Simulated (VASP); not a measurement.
Runs of VASP 6.6.1 on Hg. The structure is that of space group Pm-3m (No. 221), or close to it. The cells are those of the table. 

```tsv
spin	cell	k mesh	gap on the mesh (eV)	pressure (GPa)
off	a = 3.009 Å, 1 atom	12 × 12 × 12	none	0.5
off	a = 3.009 Å, 1 atom	17 × 17 × 17	none	0.5
off	a = 2.883 Å, 1 atom	12 × 12 × 12	none	(a)
off	a = 3.009 Å, 1 atom	11 × 11 × 11	none	0.4
non-collinear, zero start, SOC	a = 3.009 Å, 1 atom	10 × 10 × 10	-	-0.3
```

Alike in all rows: task single point; level r2SCAN; potentials or basis VASP PAW PBE potentials, release 64 (Hg); cutoff (eV) 520; smearing fermi-dirac 0.1 eV.

Question: Fill in the values left out.

Answer: (a) 6.9.

Caveats: the PAW data sets were made with another functional, which shifts forces and pressure a little; spin-orbit coupling is left out, which moves the levels of the heavy elements (at least some runs); the cell stands under pressure (at least some runs).

A k mesh can miss the band edges, and rows without SOC leave out spin-orbit coupling on Hg.

A gap of «none» marks levels without a gap at the run's occupations.
